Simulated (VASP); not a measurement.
# Zr (P6_3/mmc) in VASP: notebook

Runs on Zr. Level: PBE. Tasks: single point.

All numbers are computed with VASP 6.6.1; they aren't measurements. Logs are shortened: lines on timing, memory, paths and dates and some standing lists are left out, and cuts for length are marked.

### Step 1. The cell of the first run

The structure is hexagonal, space group P6_3/mmc (No. 194). Conventional cell: a = 3.210 Å, b = 3.210 Å, c = 5.112 Å, α = 90.00°, β = 90.00°, γ = 120.00°. Within 4.2 Å of Zr (site symmetry -6m2) lie 12 Zr at 3.16 to 3.21 Å.

### Step 2. Single point, PBE (22.82 Å³/atom)

INCAR

```
  ALGO = Normal
  EDIFF = 1E-7
  ENCUT = 520
  GGA = PE
  ISIF = 2
  ISMEAR = -1
  LASPH = T
  LCHARG = T
  LELF = T
  LREAL = F
  LVHAR = T
  LWAVE = F
  NBANDS = 19
  NELM = 60
  PREC = Accurate
  SIGMA = 0.08
```

KPOINTS

```
k-points
0
Gamma
  13 13 7
```

POSCAR

```
Zr
1.0
    3.2103063057      0.0000000000      0.0000000000
   -1.6051531528      2.7802068146      0.0000000000
    0.0000000000      0.0000000000      5.1124553350
Zr
2
Direct
    0.3333333333      0.6666666667      0.2500000000
    0.6666666667      0.3333333333      0.7500000000
```

Potentials or basis: VASP PAW PBE potentials, release 64 (Zr_sv).

Run with:

```sh
$ cat potpaw_PBE.64/Zr_sv/POTCAR > POTCAR
$ mpirun -np 1 vasp_std > vasp.out
```

OUTCAR:

```text
EDIFF = 1E-7
   ENCUT = 520
   GGA = PE
   ISIF = 2
   ISMEAR = -1
   LASPH = T
   LREAL = F
   NELM = 60
   PREC = Accurate

 ion  position               nearest neighbor table
   1  0.333  0.667  0.250-   2 3.16   2 3.16   2 3.16   2 3.16   2 3.16   2 3.16
   2  0.667  0.333  0.750-   1 3.16   1 3.16   1 3.16   1 3.16   1 3.16   1 3.16

  LATTYP: Found a hexagonal cell.
 ALAT       =     3.2103063057
 C/A-ratio  =     1.5925132521

  Lattice vectors:

 A1 = (   3.2103063057,   0.0000000000,   0.0000000000)
 A2 = (  -1.6051531528,   2.7802068146,   0.0000000000)
 A3 = (   0.0000000000,   0.0000000000,   5.1124553350)

Analysis of symmetry for initial positions (statically):
=====================================================================
 Subroutine PRICEL returns:
 Original cell was already a primitive cell.

 Routine SETGRP: Setting up the symmetry group for a
 hexagonal supercell.

 Subroutine GETGRP returns: Found 24 space group operations
 (whereof 12 operations were pure point group operations)
 out of a pool of 24 trial point group operations.

The static configuration has the point symmetry D_3d.
 The point group associated with its full space group is D_6h.

Analysis of symmetry for dynamics (positions and initial velocities):
=====================================================================
 Subroutine PRICEL returns:
 Original cell was already a primitive cell.

 Routine SETGRP: Setting up the symmetry group for a
 hexagonal supercell.

 Subroutine GETGRP returns: Found 24 space group operations
 (whereof 12 operations were pure point group operations)
 out of a pool of 24 trial point group operations.

The dynamic configuration has the point symmetry D_3d.
 The point group associated with its full space group is D_6h.

 Subroutine INISYM returns: Found 24 space group operations
 (whereof 12 operations are pure point group operations),
 and found     1 'primitive' translations

----------------------------------------------------------------------------------------

                                     Primitive cell

  volume of cell :      45.6303

  direct lattice vectors                    reciprocal lattice vectors
     3.210306306  0.000000000  0.000000000     0.311496756  0.179842736  0.000000000
    -1.605153153  2.780206815  0.000000000     0.000000000  0.359685472  0.000000000
     0.000000000  0.000000000  5.112455335     0.000000000  0.000000000  0.195600731

  length of vectors
     3.210306306  3.210306306  5.112455335     0.359685472  0.359685472  0.195600731

  position of ions in fractional coordinates (direct lattice)
     0.333333333  0.666666667  0.250000000
     0.666666667  0.333333333  0.750000000

  ion indices of the primitive-cell ions
   primitive index   ion index
                 1           1
                 2           2

----------------------------------------------------------------------------------------

 KPOINTS: k-points

Automatic generation of k-mesh.
 Grid dimensions read from file:
 generate k-points for:   13   13    7

 Generating k-lattice:

  Cartesian coordinates                     Fractional coordinates (reciprocal lattice)
     0.023961289  0.013834057  0.000000000     0.076923077  0.000000000  0.000000000
     0.000000000  0.027668113  0.000000000     0.000000000  0.076923077  0.000000000
     0.000000000  0.000000000  0.027942962     0.000000000  0.000000000  0.142857143

  Length of vectors
     0.027668113  0.027668113  0.027942962

  Shift w.r.t. Gamma in fractional coordinates (k-lattice)
     0.000000000  0.000000000  0.000000000

 Subroutine IBZKPT returns following result:
 ===========================================

 Found     84 irreducible k-points:

 Following reciprocal coordinates:
            Coordinates               Weight
  0.000000  0.000000  0.000000      1.000000
  0.076923 -0.000000  0.000000      6.000000
  0.153846 -0.000000  0.000000      6.000000
  0.230769 -0.000000  0.000000      6.000000
  0.307692 -0.000000  0.000000      6.000000
  0.384615 -0.000000  0.000000      6.000000
[... 16 lines left out ...]
  0.076923 -0.000000  0.142857     12.000000
  0.153846 -0.000000  0.142857     12.000000
 [... further k-points ...]
   k-points           NKPTS =     84   k-points in BZ     NKDIM =     84   number of bands    NBANDS=     19
   number of dos      NEDOS =    301   number of ions     NIONS =      2
   total plane-waves  NPLWV =  23040
   dimension x,y,z NGX =    24 NGY =   24 NGZ =   40
   dimension x,y,z NGXF=    48 NGYF=   48 NGZF=   80
   ions per type =               2
   NGX,Y,Z   is equivalent  to a cutoff of  12.43, 12.43, 13.01 a.u.
   NGXF,Y,Z  is equivalent  to a cutoff of  24.86, 24.86, 26.01 a.u.
 SYSTEM =  unknown system
   PREC   = accura    normal or accurate (medium, high low for compatibility)
   ISTART =      0    job   : 0-new  1-cont  2-samecut
   ICHARG =      2    charge: 1-file 2-atom 10-const
   ISPIN  =      1    spin polarized calculation?
   LNONCOLLINEAR =      F non collinear calculations
   LSORBIT =      F    spin-orbit coupling
   LASPH  =      T    aspherical Exc in radial PAW
   ENCUT  =  520.0 eV  38.22 Ry    6.18 a.u.   5.97  5.97  9.51*2*pi/ulx,y,z
   NELM   =     60;   NELMIN=  2; NELMDL= -5     # of ELM steps
   EDIFF  = 0.1E-06   stopping-criterion for ELM
   LREAL  =      F    real-space projection
   EDIFFG = 0.1E-05   stopping-criterion for IOM
   NSW    =      0    number of steps for IOM
   IBRION =     -1    ionic relax: 0-MD 1-quasi-New 2-CG
   NFREE  =      0    steps in history (QN), initial steepest desc. (CG)
   ISIF   =      2    stress and relaxation
   ISYM   =      2    0-nonsym 1-usesym 2-fastsym
   POTIM  = 0.5000    time-step for ionic-motion
   TEBEG  =    0.0;   TEEND  =   0.0 temperature during run
   PSTRESS=    0.0 pullay stress
   NELECT =      24.0000    total number of electrons
   NUPDOWN=      -1.0000    fix difference up-down
   EMIN   =  10.00;   EMAX   =-10.00  energy-range for DOS
   EFERMI =   0.00;   METHOD = LEGACY
   ISMEAR =    -1;   SIGMA  =   0.08  broadening in eV -4-tet -1-fermi 0-gaus
   EFERMI_NEDOS =   21; number of points for ismear=-14 and -15
   IALGO  =     38    algorithm
   IMIX   =      4    mixing-type and parameters
     AMIX     =   0.40;   BMIX     =  1.00
     AMIX_MAG =   1.60;   BMIX_MAG =  1.00
  volume/ion in A,a.u.               =      22.82       153.96
  Fermi-wavevector in a.u.,A,eV,Ry     =   1.321481  2.497237 23.760013  1.746312
  Thomas-Fermi vector in A             =   2.451232
   LORBIT       =      0    0 simple, 1 ext, 2 COOP (PROOUT), +10 PAW based schemes
   GGA     = PE    functional components
   LHFCALC =     F    Hartree Fock is set to
   AEXX    =    0.0000 exact exchange contribution
   IVDW    =     0    specifies the selected vdW correction
   LEPSILON=     F    determine dielectric tensor
   LRPA    =     F    only Hartree local field effects (RPA)
 non-spin polarized calculation
  energy-cutoff  :      520.00
  volume of cell :       45.63
 maximum number of plane-waves:      1246
 NGX is ok and might be reduce to    24
   NGX = 11   NGY = 11   NGZ = 19

 number of electron      24.0000000 magnetization

 Free energy of the ion-electron system (eV)
  ---------------------------------------------------
  ext. energy  EPLUGINS =         0.00000000
  ---------------------------------------------------
  free energy    TOTEN  =       -17.05233356 eV

  energy without entropy =      -17.00793180  energy(sigma->0) =      -17.03013268

 E-fermi :   9.2138     XC(G=0): -11.1739

 val. band max:        9.2043527449   @ k =   0.0769  -0.0000   0.2857
 cond. band min:       9.2269314881   @ k =   0.0769   0.0769   0.1429
 fundamental gap:      0.0225787433
 Fermi energy:         9.2137611763

 k-point     1 :       0.0000    0.0000    0.0000
  band No.  band energies     occupation
      1     -39.5757      2.00000
      2     -39.4076      2.00000
      3     -18.1342      2.00000
      4     -17.2111      2.00000
      5     -17.2111      2.00000
      6     -17.0608      2.00000
[... 11 lines left out ...]
     18      11.3966      0.00000
     19      13.7513      0.00000

 k-point     2 :       0.0769   -0.0000    0.0000
  band No.  band energies     occupation
      1     -39.5684      2.00000
      2     -39.4046      2.00000
      3     -18.1149      2.00000
      4     -17.2539      2.00000
      5     -17.2252      2.00000
      6     -17.1053      2.00000
[... 11 lines left out ...]
     18      11.2474      0.00000
     19      13.8633      0.00000

 k-point     3 :       0.1538   -0.0000    0.0000
  band No.  band energies     occupation
      1     -39.5477      2.00000
      2     -39.3965      2.00000
      3     -18.0593      2.00000
      4     -17.3725      2.00000
      5     -17.2629      2.00000
      6     -17.2256      2.00000
[... 11 lines left out ...]
     18      11.3790      0.00000
     19      14.1038      0.00000

 k-point     4 :       0.2308   -0.0000    0.0000
  band No.  band energies     occupation
      1     -39.5175      2.00000
      2     -39.3861      2.00000
      3     -17.9738      2.00000
      4     -17.5393      2.00000
      5     -17.3883      2.00000
      6     -17.3138      2.00000
[... 11 lines left out ...]
     18      12.0571      0.00000
     19      14.3380      0.00000

 k-point     5 :       0.3077   -0.0000    0.0000
  band No.  band energies     occupation
      1     -39.4831      2.00000
      2     -39.3770      2.00000
      3     -17.8695      2.00000
      4     -17.7154      2.00000
      5     -17.5534      2.00000
      6     -17.3656      2.00000
[... 11 lines left out ...]
     18      12.9066      0.00000
     19      14.5065      0.00000

 k-point     6 :       0.3846   -0.0000    0.0000
  band No.  band energies     occupation
      1     -39.4515      2.00000
      2     -39.3725      2.00000
      3     -17.8601      2.00000
      4     -17.7630      2.00000
      5     -17.6853      2.00000
      6     -17.4072      2.00000
[... 11 lines left out ...]
     18      13.7974      0.00000
     19      14.6049      0.00000

 k-point     7 :       0.4615   -0.0000    0.0000
  band No.  band energies     occupation
      1     -39.4308      2.00000
      2     -39.3726      2.00000
      3     -17.9411      2.00000
      4     -17.7580      2.00000
      5     -17.6850      2.00000
      6     -17.4302      2.00000
[... 11 lines left out ...]
     18      14.6480      0.00000
     19      14.9096      0.00000

 k-point     8 :       0.0769    0.0769    0.0000
  band No.  band energies     occupation
      1     -39.5544      2.00000
      2     -39.3990      2.00000
      3     -18.0775      2.00000
      4     -17.3268      2.00000
      5     -17.2683      2.00000
      6     -17.1728      2.00000
[... 256 lines left out ...]
 k-point    20 :       0.3846    0.2308    0.0000
  band No.  band energies     occupation
      1     -39.4055      2.00000
      2     -39.3780      2.00000
      3     -17.8541      2.00000
      4     -17.6775      2.00000
      5     -17.5996      2.00000
      6     -17.5774      2.00000
[... 11 lines left out ...]
     18      14.1346      0.00000
     19      15.7725      0.00000

 k-point    21 :       0.3077    0.3077    0.0000
  band No.  band energies     occupation
      1     -39.3980      2.00000
      2     -39.3818      2.00000
      3     -17.8171      2.00000
      4     -17.6728      2.00000
      5     -17.6168      2.00000
      6     -17.5400      2.00000
[... 11 lines left out ...]
     18      14.0601      0.00000
     19      15.8141      0.00000

 k-point    22 :       0.0000    0.0000    0.1429
  band No.  band energies     occupation
      1     -39.5675      2.00000
      2     -39.4161      2.00000
      3     -18.0845      2.00000
      4     -17.2037      2.00000
      5     -17.2037      2.00000
      6     -17.1173      2.00000
[... 11 lines left out ...]
     18      11.6604      0.00000
     19      13.8031      0.00000

 k-point    23 :       0.0769   -0.0000    0.1429
  band No.  band energies     occupation
      1     -39.5604      2.00000
      2     -39.4128      2.00000
      3     -18.0676      2.00000
      4     -17.2454      2.00000
      5     -17.2174      2.00000
      6     -17.1536      2.00000
[... 11 lines left out ...]
     18      11.5681      0.00000
     19      13.8936      0.00000

 k-point    24 :       0.1538   -0.0000    0.1429
  band No.  band energies     occupation
      1     -39.5404      2.00000
      2     -39.4041      2.00000
      3     -18.0199      2.00000
      4     -17.3604      2.00000
      5     -17.2668      2.00000
      6     -17.2541      2.00000
[... 11 lines left out ...]
     18      11.5554      0.00000
     19      14.0837      0.00000

 [... further k-points ...]

------------------------ aborting loop because EDIFF is reached ----------------------------------------

  FORCE on cell =-STRESS in cart. coord.  units (eV):
  Direction    XX          YY          ZZ          XY          YZ          ZX
  --------------------------------------------------------------------------------------
  -------------------------------------------------------------------------------------
  Total        0.6301802      0.6301802      0.8707068      0.0000000     -0.0000000      0.0000000
  in kB       22.1269838     22.1269838     30.5723920      0.0000000     -0.0000000      0.0000000
  external PRESSURE =      24.9421199 kB  Pullay stress =       0.0000000 kB

 VOLUME and BASIS-vectors are now :
 -----------------------------------------------------------------------------
  energy-cutoff  :      520.00
  volume of cell :       45.63
      direct lattice vectors                 reciprocal lattice vectors
     3.210306306  0.000000000  0.000000000     0.311496756  0.179842736  0.000000000
    -1.605153153  2.780206815  0.000000000     0.000000000  0.359685472  0.000000000
     0.000000000  0.000000000  5.112455335     0.000000000  0.000000000  0.195600731

 POSITION                                       TOTAL-FORCE (eV/Angst)
 -----------------------------------------------------------------------------------
     -0.00000      1.85347      1.27811         0.000000     -0.000000      0.000000
      1.60515      0.92674      3.83434        -0.000000      0.000000      0.000000
 -----------------------------------------------------------------------------------
    total drift:                               -0.000000      0.000000     -0.000000

  FREE ENERGIE OF THE ION-ELECTRON SYSTEM (eV)
  ---------------------------------------------------
  free  energy   TOTEN  =       -17.0523335597 eV

  energy  without entropy=      -17.0079318002  energy(sigma->0) =      -17.03013268
```

Wall time 92 s (1 thread of Intel Xeon 8259CL, shared host); peak memory 0.2 GiB.

Results:

```yaml
Free_energy: -17.0523 eV
Pressure: 2.5 GPa
Band_gap_on_the_k_mesh: zero (bands 12 and 13 overlap by 1.12 eV)
```

### Step 3. Single point, PBE (23.51 Å³/atom)

This run uses another cell than the first one, of 23.51 Å³/atom.

INCAR

```
  PREC = Accurate
  ENCUT = 520
  EDIFF = 1E-6
  ISMEAR = -1
  SIGMA = 0.08
  LREAL = F
  LASPH = T
  NELM = 80
  ALGO = Normal
  ISIF = 2
  LWAVE = F
  LCHARG = F
  GGA = PE
  NBANDS = 19
```

KPOINTS

```
Automatic mesh
0
Gamma
  13 13 7
```

POSCAR

```
Zr
1.0
    3.2427358370      0.0000000000      0.0000000000
   -1.6213679184      2.8082916125      0.0000000000
    0.0000000000      0.0000000000      5.1640997934
Zr
2
Direct
    0.3333333333      0.6666666667      0.2500000000
    0.6666666667      0.3333333333      0.7500000000
```

Potentials or basis: VASP PAW PBE potentials, release 64 (Zr_sv).

Run with:

```sh
$ cat potpaw_PBE.64/Zr_sv/POTCAR > POTCAR
$ mpirun -np 1 vasp_std > vasp.out
```

It took 1.8 min on 1 thread of Intel Xeon 8259CL, shared host; peak memory 0.2 GiB.

It converged, with:

* Free energy: -17.0617 eV
* Pressure: -0.4 GPa
* Band gap on the k mesh: zero (bands 12 and 13 overlap by 1.10 eV)

Stress tensor (GPa, compression positive):
```
-0.60  0.00  0.00
 0.00 -0.60  0.00
 0.00  0.00 -0.01
```

Levels at points of the mesh, in eV from the Fermi level:
```tsv
k point	band 9	band 10	band 11	band 12	band 13	band 14	band 15	band 16
(0.00, 0.00, 0.00)	-5.63	-3.00	0.87	0.87	1.02	1.14	1.55	1.55
```

### Step 4. Single point, PBE (24.21 Å³/atom)

This run uses another cell than the first one, of 24.21 Å³/atom.

INCAR

```
PREC = Accurate ; ENCUT = 520
EDIFF = 1E-6 ; ISMEAR = -1
SIGMA = 0.08 ; LREAL = F
LASPH = T ; NELM = 80
ALGO = Normal ; ISIF = 2
LWAVE = F ; LCHARG = F
GGA = PE ; NBANDS = 19
```

KPOINTS is that of step 3.

POSCAR

```
Zr
1.0
    3.2745293923      0.0000000000      0.0000000000
   -1.6372646961      2.8358256391      0.0000000000
    0.0000000000      0.0000000000      5.2147314515
Zr
2
Direct
    0.3333333333      0.6666666667      0.2500000000
    0.6666666667      0.3333333333      0.7500000000
```

Run with:

```sh
$ cat potpaw_PBE.64/Zr_sv/POTCAR > POTCAR
$ mpirun -np 1 vasp_std > vasp.out
```

Run time: 1.7 min. Hardware: 1 thread of Intel Xeon 8259CL, shared host; peak memory 0.2 GiB.

Results (log left out):

```
Free energy            : -17.0470 eV
Pressure               : -3.0 GPa
Band gap on the k mesh : zero (bands 12 and 13 overlap by 1.11 eV)
```

Stress tensor (GPa, compression positive):
```
-3.13  0.00  0.00
 0.00 -3.13  0.00
 0.00  0.00 -2.74
```

Levels at points of the mesh, in eV from the Fermi level:
```tsv
k point	band 10	band 11	band 12	band 13	band 14	band 15
(0.00, 0.00, 0.00)	-2.92	0.86	0.86	1.01	1.04	1.52
```

Caveat: the cell stands under tension.

### Step 5. Overview

| cell | gap on the mesh (eV) | pressure (GPa) |
| --- | --- | --- |
| a = 3.210, b = 3.210, c = 5.112 Å, angles 90.0, 90.0, 120.0°, 2 atoms | none | 2.5 |
| a = 3.243, b = 3.243, c = 5.164 Å, angles 90.0, 90.0, 120.0°, 2 atoms | none | -0.4 |
| a = 3.275, b = 3.275, c = 5.215 Å, angles 90.0, 90.0, 120.0°, 2 atoms | none | -3.0 |

Alike in all rows: task single point; level PBE; potentials or basis VASP PAW PBE potentials, release 64 (Zr_sv); no spin polarisation; k mesh 13 × 13 × 7; cutoff (eV) 520; smearing fermi-dirac 0.08 eV.

Caveats: the cell stands under tension (at least some runs).

Total energies depend on the potentials used, so only differences within one code and one set of settings carry meaning.
